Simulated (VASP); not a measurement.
# BN (P6_3mc) in VASP: further runs, part 2 of 2

VASP 6.6.1. Earlier steps stand in the parts before.

## (4) Relaxation of cell and atoms, PBEsol

This run uses another cell than the first one: it holds 8 atoms, not 12.

Input file INCAR:

```
PREC     = Accurate       # precision mode
ENCUT    = 600            # plane-wave cutoff, eV
EDIFF    = 1E-7           # SCF threshold, eV
ISMEAR   = 0              # smearing method
SIGMA    = 0.02           # smearing width, eV
LREAL    = F              # projectors in reciprocal space
LASPH    = T              # aspherical terms in the spheres
NELM     = 100            # most SCF steps
ALGO     = Normal         # electronic algorithm
ISIF     = 3              # what is computed and relaxed
LWAVE    = F              # write WAVECAR
LCHARG   = F              # write CHGCAR
GGA      = PS             # functional
IBRION   = 2              # ionic algorithm
NSW      = 65             # ionic steps
EDIFFG   = -0.01          # ionic threshold
```

Input file KPOINTS:

```
Automatic mesh
0
Gamma
  12 12 3
```

Input file POSCAR:

```
BN
1.0
    2.5410117668      0.0000000000      0.0000000000
   -1.2705058834      2.2005807414      0.0000000000
    0.0000000000      0.0000000000      8.4066019253
B N
4 4
Direct
    0.0000000000      0.0000000000      0.0000000000
    0.3333333333      0.6666666667      0.2500000000
    0.6666666667      0.3333333333      0.5000000000
    0.3333333333      0.6666666667      0.7500000000
    0.0000000000      0.0000000000      0.1875000000
    0.3333333333      0.6666666667      0.4375000000
    0.6666666667      0.3333333333      0.6875000000
    0.3333333333      0.6666666667      0.9375000000
```

Potentials or basis: VASP PAW PBE potentials, release 64 (B, N).

Command:

```sh
$ cat potpaw_PBE.64/B/POTCAR potpaw_PBE.64/N/POTCAR > POTCAR
$ mpirun -np 1 vasp_std > vasp.out
```

OUTCAR:

```text
PREC = Accurate
   ENCUT = 600
   EDIFF = 1E-7
   ISMEAR = 0
   LREAL = F
   LASPH = T
   NELM = 100
   ISIF = 3
   GGA = PS
   IBRION = 2
   NSW = 65
   EDIFFG = -0.01

 ion  position               nearest neighbor table
   1  0.000  0.000  0.000-   8 1.56   8 1.56   8 1.56   5 1.58
   2  0.333  0.667  0.250-   5 1.56   5 1.56   5 1.56   6 1.58
   3  0.667  0.333  0.500-   6 1.56   6 1.56   6 1.56   7 1.58
   4  0.333  0.667  0.750-   7 1.56   7 1.56   7 1.56   8 1.58
   5  0.000  0.000  0.188-   2 1.56   2 1.56   2 1.56   1 1.58
   6  0.333  0.667  0.438-   3 1.56   3 1.56   3 1.56   2 1.58
   7  0.667  0.333  0.688-   4 1.56   4 1.56   4 1.56   3 1.58
   8  0.333  0.667  0.938-   1 1.56   1 1.56   1 1.56   4 1.58

  LATTYP: Found a hexagonal cell.
 ALAT       =     2.5410117668
 C/A-ratio  =     3.3083679639

  Lattice vectors:

 A1 = (   2.5410117668,   0.0000000000,   0.0000000000)
 A2 = (  -1.2705058834,   2.2005807414,   0.0000000000)
 A3 = (   0.0000000000,   0.0000000000,   8.4066019253)

Analysis of symmetry for initial positions (statically):
[... 191 lines left out ...]

  FORCE on cell =-STRESS in cart. coord.  units (eV):
  Direction    XX          YY          ZZ          XY          YZ          ZX
  --------------------------------------------------------------------------------------
  -------------------------------------------------------------------------------------
  Total        0.5156374      0.5156374     -1.2812313      0.0000000     -0.0000000      0.0000000
  in kB       17.5748061     17.5748061    -43.6690404      0.0000000     -0.0000000      0.0000000
  external PRESSURE =      -2.8398094 kB  Pullay stress =       0.0000000 kB
[... 155 lines left out ...]
--------------------------------------- Ionic step        5  -------------------------------------------

 number of electron      32.0000001 magnetization

 Free energy of the ion-electron system (eV)
  ---------------------------------------------------
  ext. energy  EPLUGINS =         0.00000000
  ---------------------------------------------------
  free energy    TOTEN  =       -73.34849013 eV

  energy without entropy =      -73.34849013  energy(sigma->0) =      -73.34849013

 E-fermi :   7.6976     XC(G=0): -13.0411

 val. band max:        7.5135308615   @ k =   0.0000   0.0000   0.0000
 cond. band min:      12.8693806249   @ k =   0.5000   0.0000   0.0000
 fundamental gap:      5.3558497635
 Fermi energy:         7.6976223286

 k-point     1 :       0.0000    0.0000    0.0000
  band No.  band energies     occupation
      1     -12.8969      2.00000
      2     -11.4490      2.00000
      3     -11.3766      2.00000
      4      -8.6317      2.00000
      5      -3.4389      2.00000
      6       1.8250      2.00000
[... 565 lines left out ...]
     20      16.7480      0.00000
     21      17.7904      0.00000

 [... further k-points ...]

------------------------ aborting loop because EDIFF is reached ----------------------------------------

  FORCE on cell =-STRESS in cart. coord.  units (eV):
  Direction    XX          YY          ZZ          XY          YZ          ZX
  --------------------------------------------------------------------------------------
  -------------------------------------------------------------------------------------
  Total        0.0099817      0.0099817     -0.0111805      0.0000000      0.0000000      0.0000000
  in kB        0.3405013      0.3405013     -0.3813982      0.0000000      0.0000000      0.0000000
  external PRESSURE =       0.0998681 kB  Pullay stress =       0.0000000 kB
[... 23 lines left out ...]
  FREE ENERGIE OF THE ION-ELECTRON SYSTEM (eV)
  ---------------------------------------------------
  free  energy   TOTEN  =       -73.3484901297 eV

  energy  without entropy=      -73.3484901297  energy(sigma->0) =      -73.34849013

 reached required accuracy - stopping structural energy minimisation
```

CONTCAR:

```text
BN
   1.00000000000000
     2.5457317457523270    0.0000000000000000    0.0000000000000000
    -1.2728658728761635    2.2046683630782438    0.0000000000000000
     0.0000000000000000   -0.0000000000000000    8.3683245179362427
  B               N
     4     4
Direct
     0.0000000000000000    0.0000000000000000    0.9996995991934345
     0.3333333332999970    0.6666666667000030    0.2504119442239746
     0.6666666667000030    0.3333333332999970    0.4996995991934347
     0.3333333332999970    0.6666666667000030    0.7504119442239748
     0.0000000000000000    1.0000000000000000    0.1879020575789816
     0.3333333332999970    0.6666666667000030    0.4369863990036091
     0.6666666667000030    0.3333333332999970    0.6879020575789816
     0.3333333332999970    0.6666666667000030    0.9369863990036091

  0.00000000E+00  0.00000000E+00  0.00000000E+00
  0.00000000E+00  0.00000000E+00  0.00000000E+00
  0.00000000E+00  0.00000000E+00  0.00000000E+00
  0.00000000E+00  0.00000000E+00  0.00000000E+00
  0.00000000E+00  0.00000000E+00  0.00000000E+00
  0.00000000E+00  0.00000000E+00  0.00000000E+00
  0.00000000E+00  0.00000000E+00  0.00000000E+00
  0.00000000E+00  0.00000000E+00  0.00000000E+00
```

It took 2.2 min on 1 thread of AMD EPYC 7R13 (Zen 3), shared host; peak memory 0.15 GiB.

Results:

- Free energy: -73.3485 eV
- Relaxed volume: 5.87 Å³/atom
- Relaxed cell: a = 2.546 Å, b = 2.546 Å, c = 8.368 Å, α = 90.00°, β = 90.00°, γ = 120.00°
- Space group after relaxing (to 0.05 Å): P6_3mc (No. 186)
- Energy gained by relaxing: 0.8 meV/atom
- Ionic steps: 5
- Pressure after relaxing: 0.0 GPa
- Largest force after relaxing: 0.006 eV/Å
- Band gap on the k mesh: 5.36 eV, indirect (least direct gap 7.40 eV)

Forces on the atoms (eV/Å):
```
B    0.000  0.000  0.006
B    0.000  0.000 -0.006
B    0.000  0.000  0.006
B    0.000  0.000 -0.006
N    0.000  0.000  0.002
N    0.000  0.000 -0.002
N    0.000  0.000  0.002
N    0.000  0.000 -0.002
```

Step by step:
```tsv
step	energy change (eV)	largest force (eV/Å)	pressure (GPa)	volume (Å³)
1	0.0000	0.2124	-0.28	47.01
2	-0.0012	0.3096	0.32	46.93
3	-0.0059	0.0534	-0.01	46.97
4	-0.0059	0.0552	0.03	46.97
5	-0.0060	0.0060	0.01	46.97
```

Final structure:
```
CELL_PARAMETERS angstrom
2.54573 0.00000 0.00000
-1.27287 2.20467 0.00000
0.00000 0.00000 8.36832
ATOMIC_POSITIONS crystal
B 0.00000 0.00000 0.99970
B 0.33333 0.66667 0.25041
B 0.66667 0.33333 0.49970
B 0.33333 0.66667 0.75041
N 0.00000 0.00000 0.18790
N 0.33333 0.66667 0.43699
N 0.66667 0.33333 0.68790
N 0.33333 0.66667 0.93699
```

Caveat: the PAW data sets were made with another functional, which shifts forces and pressure a little. A k mesh can miss the band edges.

## (5) Single point, PBEsol

This run uses another cell than the first one, of 5.86 Å³/atom, 0.998 times its volume.

Input file INCAR:

```
SYSTEM = BN
PREC = Accurate
ENCUT = 520
EDIFF = 1E-6
ISMEAR = 0
SIGMA = 0.02
LREAL = .FALSE.
LASPH = .TRUE.
NELM = 100
ALGO = Normal
ISIF = 2
LWAVE = .FALSE.
LCHARG = .TRUE.
GGA = PS
LELF = .TRUE.
LVHAR = .TRUE.
NBANDS = 36
```

Input file KPOINTS:

```
regular mesh
0
G
  12 12 2
  0 0 0
```

Input file POSCAR:

```
BN
1.0
    2.5465809686      0.0000000000      0.0000000000
   -1.2732904843      2.2054038116      0.0000000000
    0.0000000000      0.0000000000     12.5294668929
B N
6 6
Direct
    0.0000000000      0.0000000000     -0.0001081170
    0.3333333333      0.6666666667      0.1663919703
    0.0000000000      0.0000000000      0.3337827070
    0.6666666667      0.3333333333      0.4998918830
    0.3333333333      0.6666666667      0.6663919703
    0.6666666667      0.3333333333      0.8337827070
    0.0000000000      0.0000000000      0.1245259175
    0.3333333333      0.6666666667      0.2920398913
    0.0000000000      0.0000000000      0.4583676309
    0.6666666667      0.3333333333      0.6245259175
    0.3333333333      0.6666666667      0.7920398913
    0.6666666667      0.3333333333      0.9583676309
```

Command:

```sh
$ cat potpaw_PBE.64/B/POTCAR potpaw_PBE.64/N/POTCAR > POTCAR
$ mpirun -np 1 vasp_std > vasp.out
```

Wall time 82 s (1 thread of AMD EPYC 7R13 (Zen 3), shared host); peak memory 0.18 GiB.

Results (log left out):

```yaml
Free_energy: -110.0276 eV
Pressure: 0.6 GPa
Band_gap_on_the_k_mesh: 5.03 eV, indirect (least direct gap 7.05 eV)
```

Forces on the atoms (eV/Å):
```
B    0.000  0.000  0.001
B    0.000  0.000  0.002
B    0.000  0.000  0.000
B    0.000  0.000  0.001
B    0.000  0.000  0.002
B    0.000  0.000  0.000
N    0.000  0.000  0.000
N    0.000  0.000 -0.002
N    0.000  0.000 -0.001
N    0.000  0.000  0.000
N    0.000  0.000 -0.002
N    0.000  0.000 -0.001
```

Levels at points of the mesh, in eV from the valence-band top:
```csv
k point,band 21,band 22,band 23,band 24,band 25,band 26,band 27,band 28
"(0.00, 0.00, 0.00)",-0.59,-0.09,0.00,0.00,8.62,8.62,8.75,9.17
"(0.50, 0.00, 0.00)",-2.99,-2.95,-2.60,-2.02,5.03,5.40,6.85,7.46
"(0.00, 0.00, 0.50)",-0.18,-0.18,-0.18,-0.18,8.86,8.86,8.86,8.86
"(0.50, 0.00, 0.50)",-2.75,-2.75,-2.30,-2.30,5.18,5.18,7.09,7.09
```

Caveat: the PAW data sets were made with another functional, which shifts forces and pressure a little. A k mesh can miss the band edges.

## (6) Overview

```tsv
task	cell	k mesh	cutoff (eV)	gap on the mesh (eV)	pressure (GPa)	relaxed volume (Å³/atom)	largest force (eV/Å)
relaxation of cell and atoms	relaxed from a = 2.541, b = 2.541, c = 12.610 Å, angles 90.0, 90.0, 120.0°, 12 atoms	12 × 12 × 2	600	5.03	0.0	5.87	0.01
single point	a = 2.545, b = 2.545, c = 8.366 Å, angles 90.0, 90.0, 120.0°, 8 atoms	12 × 12 × 3	520	5.36	0.6	-	-
relaxation of cell and atoms	relaxed from a = 2.541, b = 2.541, c = 8.407 Å, angles 90.0, 90.0, 120.0°, 8 atoms	12 × 12 × 3	600	5.36	0.0	5.87	0.01
single point	a = 2.547, b = 2.547, c = 12.529 Å, angles 90.0, 90.0, 120.0°, 12 atoms	12 × 12 × 2	520	5.03	0.6	-	-
```

Alike in all rows: level PBEsol; potentials or basis VASP PAW PBE potentials, release 64 (B, N); no spin polarisation; smearing gaussian 0.02 eV.

Caveats: the PAW data sets were made with another functional, which shifts forces and pressure a little.

Total energies depend on the potentials used, so only differences within one code and one set of settings carry meaning.
